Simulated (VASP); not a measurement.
# Ge in VASP: notebook, part 2 of 3

VASP 6.6.1. The steps go on from the part before.

## Step 3: Single point, PBE+D3(BJ)

INCAR reads:

```
SYSTEM = Ge
PREC = Accurate
ENCUT = 520
EDIFF = 1E-6
ISMEAR = 0
SIGMA = 0.1
LREAL = .FALSE.
LASPH = .TRUE.
NELM = 80
ALGO = Normal
ISIF = 2
LWAVE = .FALSE.
LCHARG = .FALSE.
LDIPOL = .TRUE.
IDIPOL = 3
DIPOL = 0.5 0.5 0.368
GGA = PE
IVDW = 12
NBANDS = 36
```

KPOINTS reads:

```
regular mesh
0
G
  9 9 1
  0 0 0
```

POSCAR reads:

```
Ge
1.0
    4.0226895311      0.0000000000      0.0000000000
   -2.0113447656      3.4837513255      0.0000000000
    0.0000000000      0.0000000000     18.8685220517
Ge
4
Direct
    0.3333333333      0.6666666667      0.2747571332
    0.6666666667      0.3333333333      0.2384924472
    0.6666666667      0.3333333333      0.4965159447
    0.3333333333      0.6666666667      0.4602512588
```

Potentials or basis: VASP PAW PBE potentials, release 64 (Ge_d).

Run with:

```console
cat potpaw_PBE.64/Ge_d/POTCAR > POTCAR
mpirun -np 1 vasp_std > vasp.out
```

OUTCAR:

```text
SYSTEM = Ge
   PREC = Accurate
   ENCUT = 520
   EDIFF = 1E-6
   ISMEAR = 0
   LREAL = .FALSE.
   LASPH = .TRUE.
   NELM = 80
   ISIF = 2
   GGA = PE
   IVDW = 12
 IVDW          = 12

 ion  position               nearest neighbor table
   1  0.333  0.667  0.275-   2 2.42   2 2.42   2 2.42
   2  0.667  0.333  0.238-   1 2.42   1 2.42   1 2.42
   3  0.667  0.333  0.497-   4 2.42   4 2.42   4 2.42
   4  0.333  0.667  0.460-   3 2.42   3 2.42   3 2.42

  LATTYP: Found a hexagonal cell.
 ALAT       =     4.0226895311
 C/A-ratio  =     4.6905240650

  Lattice vectors:

 A1 = (   4.0226895311,   0.0000000000,   0.0000000000)
 A2 = (  -2.0113447656,   3.4837513255,   0.0000000000)
 A3 = (   0.0000000000,   0.0000000000,  18.8685220517)

Analysis of symmetry for initial positions (statically):
=====================================================================
 Subroutine PRICEL returns:
 Original cell was already a primitive cell.

 Routine SETGRP: Setting up the symmetry group for a
 hexagonal supercell.

 Subroutine GETGRP returns: Found 12 space group operations
 (whereof  6 operations were pure point group operations)
 out of a pool of 24 trial point group operations.

The static configuration has the point symmetry C_3v.
 The point group associated with its full space group is D_3h.

Analysis of symmetry for dynamics (positions and initial velocities):
=====================================================================
 Subroutine PRICEL returns:
 Original cell was already a primitive cell.

 Routine SETGRP: Setting up the symmetry group for a
 hexagonal supercell.

 Subroutine GETGRP returns: Found 12 space group operations
 (whereof  6 operations were pure point group operations)
 out of a pool of 24 trial point group operations.

The dynamic configuration has the point symmetry C_3v.
[... 114 lines left out ...]
  Thomas-Fermi vector in A             =   2.106391
   LORBIT       =      0    0 simple, 1 ext, 2 COOP (PROOUT), +10 PAW based schemes
   GGA     = PE    functional components
   LHFCALC =     F    Hartree Fock is set to
   AEXX    =    0.0000 exact exchange contribution
   IVDW    =    12    specifies the selected vdW correction
   LEPSILON=     F    determine dielectric tensor
   LRPA    =     F    only Hartree local field effects (RPA)
 non-spin polarized calculation
 Gauss-broadening in eV      SIGMA  =   0.10
  energy-cutoff  :      520.00
  volume of cell :      264.42
 maximum number of plane-waves:      7165
 NGX is ok and might be reduce to    30
   NGX = 15   NGY = 15   NGZ = 71

 dipolmoment           0.000000      0.000000     -0.000030 electrons x Angstroem

 number of electron      55.9999998 magnetization

 dipolmoment           0.000000      0.000000      0.000001 electrons x Angstroem

 Free energy of the ion-electron system (eV)
  ---------------------------------------------------
  ext. energy  EPLUGINS =         0.00000000
  ---------------------------------------------------
  free energy    TOTEN  =       -16.19702053 eV

  energy without entropy =      -16.18906884  energy(sigma->0) =      -16.19304469

 E-fermi :  -1.4208     XC(G=0):  -4.3539

 val. band max:       -1.5093456113   @ k =   0.3333   0.2222   0.0000
 cond. band min:      -1.3359651663   @ k =   0.4444   0.1111   0.0000
 fundamental gap:      0.1733804451
 Fermi energy:        -1.4208450897

 k-point     1 :       0.0000    0.0000    0.0000
  band No.  band energies     occupation
      1     -25.8851      2.00000
      2     -25.8851      2.00000
      3     -25.8844      2.00000
      4     -25.8844      2.00000
      5     -25.8377      2.00000
      6     -25.8339      2.00000
[... 457 lines left out ...]
     35       5.1051      0.00000
     36       5.1100      0.00000

------------------------ aborting loop because EDIFF is reached ----------------------------------------

 vacuum level on the upper side and lower side of the slab       (xc-potential included)        -0.228        -0.227

 Edisp (eV)   -0.84753

 E8    (eV) :    -0.3906

  FORCE on cell =-STRESS in cart. coord.  units (eV):
  Direction    XX          YY          ZZ          XY          YZ          ZX
  --------------------------------------------------------------------------------------
  -------------------------------------------------------------------------------------
  Total      -0.23608    -0.23608    -0.31520     0.00000     0.00000     0.00000
  in kB      -1.43041    -1.43041    -1.90982     0.00000     0.00000     0.00000
  external pressure =       -1.59 kB  Pullay stress =        0.00 kB

 VOLUME and BASIS-vectors are now :
 -----------------------------------------------------------------------------
  energy-cutoff  :      520.00
  volume of cell :      264.42
      direct lattice vectors                 reciprocal lattice vectors
     4.022689531  0.000000000  0.000000000     0.248589903  0.143523447  0.000000000
    -2.011344766  3.483751326  0.000000000     0.000000000  0.287046895  0.000000000
     0.000000000  0.000000000 18.868522052     0.000000000  0.000000000  0.052998322

 POSITION                                       TOTAL-FORCE (eV/Angst)
 -----------------------------------------------------------------------------------
     -0.00000      2.32250      5.18426         0.000000      0.000000      0.215519
      2.01134      1.16125      4.50000         0.000000     -0.000000     -0.100932
      2.01134      1.16125      9.36852        -0.000000     -0.000000      0.100932
     -0.00000      2.32250      8.68426         0.000000      0.000000     -0.215519
 -----------------------------------------------------------------------------------
    total drift:                               -0.000000     -0.000001      0.000544

  FREE ENERGIE OF THE ION-ELECTRON SYSTEM (eV)
  ---------------------------------------------------
  free  energy   TOTEN  =       -17.0445487298 eV

  energy  without entropy=      -17.0365970414  energy(sigma->0) =      -17.04057289

 vacuum level on the upper side and lower side of the slab         3.036         3.036
```

OSZICAR:

```text
N       E                     dE             d eps       ncg     rms          rms(c)
DAV:   1     0.495377885556E+03    0.49538E+03   -0.29734E+04  1008   0.269E+03
DAV:   2     0.634790545570E+02   -0.43190E+03   -0.42103E+03   968   0.674E+02
DAV:   3    -0.123425233723E+02   -0.75822E+02   -0.75273E+02  1208   0.191E+02
DAV:   4    -0.162949980498E+02   -0.39525E+01   -0.39476E+01  1016   0.533E+01
[... 11 lines left out ...]
DAV:  16    -0.161969254913E+02   -0.11474E-03   -0.80878E-06   896   0.729E-02    0.254E-03
DAV:  17    -0.161969799279E+02   -0.54437E-04   -0.32227E-06   708   0.581E-02    0.151E-03
DAV:  18    -0.161970146293E+02   -0.34701E-04   -0.29398E-06   676   0.270E-02    0.594E-04
DAV:  19    -0.161970196736E+02   -0.50443E-05   -0.80501E-07   708   0.101E-02    0.466E-04
DAV:  20    -0.161970205321E+02   -0.85846E-06   -0.24649E-07   640   0.122E-02
   1 F= -.17044549E+02 E0= -.17040573E+02  d E =-.795169E-02
```

stdout:

```text
POSCAR found type information on POSCAR Ge
 POSCAR found :  1 types and       4 ions
 scaLAPACK will be used
 LDA part: xc-table for (Slater+PW92), standard interpolation
 POSCAR, INCAR and KPOINTS ok, starting setup
 FFT: planning ... GRIDC
 FFT: planning ... GRID_SOFT
 FFT: planning ... GRID
 WAVECAR not read
 entering main loop
```

Run time: 2.9 min. Hardware: 1 thread of Intel Xeon Platinum 8259CL at 2.50GHz (Skylake/Cascade Lake), shared host; peak memory 0.38 GiB.

What came out:

```
Free energy                : -17.0445 eV
Largest force              : 0.216 eV/Å
Band gap on the k mesh     : 0.17 eV, indirect (least direct gap 0.21 eV)
Dispersion energy per atom : -0.212 eV
```

Forces on the atoms (eV/Å):
```
Ge   0.000  0.000  0.216
Ge   0.000  0.000 -0.101
Ge   0.000  0.000  0.101
Ge   0.000  0.000 -0.216
```

## Step 4: Single point, PBE+D3(BJ)

Edit INCAR of step 3 so:

```diff
@@ -12,8 +12,11 @@
 LWAVE = .FALSE.
-LCHARG = .FALSE.
+LCHARG = .TRUE.
 LDIPOL = .TRUE.
 IDIPOL = 3
-DIPOL = 0.5 0.5 0.368
+DIPOL = 0.5 0.5 0.381
 GGA = PE
 IVDW = 12
+LELF = .TRUE.
+LVHAR = .TRUE.
+LVACPOTAV = .TRUE.
 NBANDS = 36
```

KPOINTS reads:

```
Automatic mesh
0
G
  9 9 1
  0 0 0
```

Edit POSCAR of step 3 so:

```diff
@@ -10,3 +10,3 @@
     0.6666666667      0.3333333333      0.2384924472
-    0.6666666667      0.3333333333      0.4965159447
-    0.3333333333      0.6666666667      0.4602512588
+    0.6666666667      0.3333333333      0.5240750719
+    0.3333333333      0.6666666667      0.4878103860
```

Run with:

```console
cat potpaw_PBE.64/Ge_d/POTCAR > POTCAR
mpirun -np 1 vasp_std > vasp.out
```

Wall time 3 min (1 thread of Intel Xeon Platinum 8259CL at 2.50GHz (Skylake/Cascade Lake), shared host); peak memory 0.38 GiB.

Results (log left out):

* Free energy: -16.9738 eV
* Largest force: 0.148 eV/Å
* Band gap on the k mesh: 0.32 eV, direct
* Dispersion energy per atom: -0.196 eV

Forces on the atoms (eV/Å):
```
Ge   0.000  0.000  0.148
Ge   0.000  0.000  0.001
Ge   0.000  0.000 -0.001
Ge   0.000  0.000 -0.148
```

Levels at points of the mesh, in eV from the valence-band top:
| k point | band 24 | band 25 | band 26 | band 27 | band 28 | band 29 | band 30 | band 31 | band 32 | band 33 |
| --- | --- | --- | --- | --- | --- | --- | --- | --- | --- | --- |
| (0.00, 0.00, 0.00) | -3.04 | -0.31 | -0.31 | -0.26 | -0.26 | 0.66 | 0.84 | 2.09 | 3.48 | 4.01 |

## Step 5: Single point, PBE+D3(BJ)

INCAR reads:

```
PREC = Accurate ; ENCUT = 520
EDIFF = 1E-7 ; ISMEAR = 0
SIGMA = 0.1 ; LREAL = F
LASPH = T ; NELM = 80
ALGO = Normal ; ISIF = 2
LWAVE = F ; LCHARG = F
LDIPOL = T ; IDIPOL = 3
DIPOL = 0.5 0.5 0.399 ; GGA = PE
IVDW = 12 ; NBANDS = 36
```

KPOINTS reads:

```
Automatic mesh
0
Gamma
  9 9 1
```

Edit POSCAR of step 4 so:

```diff
@@ -10,3 +10,3 @@
     0.6666666667      0.3333333333      0.2384924472
-    0.6666666667      0.3333333333      0.5240750719
-    0.3333333333      0.6666666667      0.4878103860
+    0.6666666667      0.3333333333      0.5601139306
+    0.3333333333      0.6666666667      0.5238492447
```

Run with:

```console
cat potpaw_PBE.64/Ge_d/POTCAR > POTCAR
mpirun -np 1 vasp_std > vasp.out
```

Run time: 3.1 min. Hardware: 1 thread of Intel Xeon Platinum 8259CL at 2.50GHz (Skylake/Cascade Lake), shared host; peak memory 0.38 GiB.

The run converged. Its results:

| Property | Result |
| --- | --- |
| Free energy | -16.8879 eV |
| Largest force | 0.082 eV/Å |
| Band gap on the k mesh | 0.13 eV, direct |
| Dispersion energy per atom | -0.180 eV |

Forces on the atoms (eV/Å):
```
Ge   0.000  0.000  0.082
Ge   0.000  0.000  0.018
Ge   0.000  0.000 -0.018
Ge   0.000  0.000 -0.082
```

Levels at points of the mesh, in eV from the valence-band top:
```csv
k point,band 26,band 27,band 28,band 29,band 30,band 31
"(0.00, 0.00, 0.00)",-0.39,-0.37,-0.37,0.60,0.70,2.04
```

## Step 6: Single point, PBE+D3(BJ)

INCAR reads:

```
ALGO = Normal ; DIPOL = 0.5 0.5 0.375
EDIFF = 1E-7 ; ENCUT = 520
GGA = PE ; IDIPOL = 3
ISIF = 2 ; ISMEAR = 0
IVDW = 12 ; LASPH = T
LCHARG = F ; LDIPOL = T
LREAL = F ; LWAVE = F
NBANDS = 36 ; NELM = 100
PREC = Accurate ; SIGMA = 0.1
```

KPOINTS reads:

```
k-points
0
Gamma
  9 9 1
```

Edit POSCAR of step 5 so:

```diff
@@ -10,3 +10,3 @@
     0.6666666667      0.3333333333      0.2384924472
-    0.6666666667      0.3333333333      0.5601139306
-    0.3333333333      0.6666666667      0.5238492447
+    0.6666666667      0.3333333333      0.5108254915
+    0.3333333333      0.6666666667      0.4745608056
```

Potentials or basis: VASP PAW PBE potentials, release 64 (Ge_d).

Run with:

```console
cat potpaw_PBE.64/Ge_d/POTCAR > POTCAR
mpirun -np 1 vasp_std > vasp.out
```

OUTCAR:

```text
EDIFF = 1E-7
   ENCUT = 520
   GGA = PE
   ISIF = 2
   ISMEAR = 0
   IVDW = 12
   LASPH = T
   LREAL = F
   NELM = 100
   PREC = Accurate
 IVDW          = 12

 ion  position               nearest neighbor table
   1  0.333  0.667  0.275-   2 2.42   2 2.42   2 2.42
   2  0.667  0.333  0.238-   1 2.42   1 2.42   1 2.42
   3  0.667  0.333  0.511-   4 2.42   4 2.42   4 2.42
   4  0.333  0.667  0.475-   3 2.42   3 2.42   3 2.42

  LATTYP: Found a hexagonal cell.
 ALAT       =     4.0226895311
 C/A-ratio  =     4.6905240650
[... 664 lines left out ...]
  --------------------------------------------------------------------------------------
  -------------------------------------------------------------------------------------
  Total      -0.24378    -0.24378    -0.53162     0.00000     0.00000    -0.00000
  in kB      -1.47711    -1.47711    -3.22113     0.00000     0.00000    -0.00000
  external pressure =       -2.06 kB  Pullay stress =        0.00 kB

 VOLUME and BASIS-vectors are now :
 -----------------------------------------------------------------------------
  energy-cutoff  :      520.00
  volume of cell :      264.42
      direct lattice vectors                 reciprocal lattice vectors
     4.022689531  0.000000000  0.000000000     0.248589903  0.143523447  0.000000000
    -2.011344766  3.483751326  0.000000000     0.000000000  0.287046895  0.000000000
     0.000000000  0.000000000 18.868522052     0.000000000  0.000000000  0.052998322

 POSITION                                       TOTAL-FORCE (eV/Angst)
 -----------------------------------------------------------------------------------
     -0.00000      2.32250      5.18426         0.000000      0.000000      0.173776
      2.01134      1.16125      4.50000        -0.000000      0.000000     -0.032900
      2.01134      1.16125      9.63852        -0.000000      0.000000      0.032900
     -0.00000      2.32250      8.95426         0.000000      0.000000     -0.173776
 -----------------------------------------------------------------------------------
    total drift:                               -0.000000     -0.000001      0.000460

  FREE ENERGIE OF THE ION-ELECTRON SYSTEM (eV)
  ---------------------------------------------------
  free  energy   TOTEN  =       -17.0106533120 eV

  energy  without entropy=      -17.0105162805  energy(sigma->0) =      -17.01058480

 vacuum level on the upper side and lower side of the slab         3.072         3.072
```

OSZICAR:

```text
N       E                     dE             d eps       ncg     rms          rms(c)
DAV:   1     0.487587671386E+03    0.48759E+03   -0.29796E+04  1032   0.270E+03
DAV:   2     0.628542679655E+02   -0.42473E+03   -0.41584E+03   960   0.681E+02
DAV:   3    -0.126081795809E+02   -0.75462E+02   -0.75151E+02  1220   0.190E+02
[... 14 lines left out ...]
DAV:  18    -0.161977476706E+02   -0.31191E-04   -0.22654E-06   848   0.488E-02    0.991E-04
DAV:  19    -0.161977547929E+02   -0.71224E-05   -0.97767E-07  1044   0.377E-02    0.382E-04
DAV:  20    -0.161977557649E+02   -0.97193E-06   -0.31632E-07   816   0.712E-03    0.240E-04
DAV:  21    -0.161977562426E+02   -0.47776E-06   -0.19329E-07   656   0.912E-03    0.177E-04
DAV:  22    -0.161977562837E+02   -0.41118E-07   -0.36597E-08   672   0.341E-03
   1 F= -.17010653E+02 E0= -.17010585E+02  d E =-.137031E-03
```

It took 3.2 min on 1 thread of Intel Xeon Platinum 8259CL at 2.50GHz (Skylake/Cascade Lake), shared host; peak memory 0.38 GiB.

What came out:

* Free energy: -17.0107 eV
* Largest force: 0.174 eV/Å
* Band gap on the k mesh: 0.40 eV, indirect (least direct gap 0.44 eV)
* Dispersion energy per atom: -0.203 eV

Forces on the atoms (eV/Å):
```
Ge   0.000  0.000  0.174
Ge   0.000  0.000 -0.033
Ge   0.000  0.000  0.033
Ge   0.000  0.000 -0.174
```

(Part 2 of 3 ends here.)
